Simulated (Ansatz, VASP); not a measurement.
## One calculation of C, two programs

```
C
1.0
     2.44471    0.00000    0.00000
    -1.22235    2.11718    0.00000
     0.00000    0.00000   26.00000
C
2
Cartesian
  0.0000 0.0000 13.0000
  1.2224 0.7057 13.0000
```

Alike in both runs: functional LDA; k mesh 21 × 21 × 1; occupations gaussian, width 0.1 eV; no spin polarisation.

Ansatz relaxed the structure, and its values are those at the end. VASP's run is a single point on that final structure, the one shown.

|  | VASP | Ansatz |
| --- | --- | --- |
| version | VASP 6.6.1 | Ansatz 0.2.0 |
| potentials or method | VASP PAW LDA potentials, release 64 (C), cutoff 520 eV | scalar-relativistic, plane waves, PAW |
| valence electrons in the cell | 8 | 8 |

|  | VASP | Ansatz | Ansatz less VASP |
| --- | --- | --- | --- |
| gap on the k mesh at the Fermi level (eV) | none | none | - |
| work function, face that differs most (eV) | 4.48 | 4.48 | +0.001 |

LDA's correlation is that of Perdew and Zunger in VASP and of Perdew and Wang (1992) in Ansatz. A gap of «none» marks a metal or a gap that the smearing closes. Ansatz's warnings: xc potential rough in thin density.
